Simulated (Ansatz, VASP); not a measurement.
# Two plane-wave programs on TiN

```
Ti N
1.0
     0.00000    2.12337    2.12337
     2.12337    0.00000    2.12337
     2.12337    2.12337    0.00000
Ti N
1 1
Direct
  0.00000 0.00000 0.00000
  0.50000 0.50000 0.50000
```

Alike in both runs: functional PBE; k mesh 18 × 18 × 18; occupations gaussian, width 0.1 eV; no spin polarisation.

Ansatz relaxed the structure, and its values are those at the end. VASP's run is a single point on that final structure, the one shown.

```csv
,VASP,Ansatz
version,VASP 6.6.1,Ansatz 0.2.0
potentials or method,"VASP PAW PBE potentials, release 64 (Ti_sv, N), cutoff 520 eV","scalar-relativistic, plane waves, PAW"
valence electrons in the cell,17,17
```

```tsv
	VASP	Ansatz	Ansatz less VASP
gap on the k mesh at the Fermi level (eV)	none	none	-
pressure (GPa)	0.5	0.0	-0.43
```

A gap of «none» marks a metal or a gap that the smearing closes. The functional is the same, so the differences come from potentials, cutoffs and numerics.
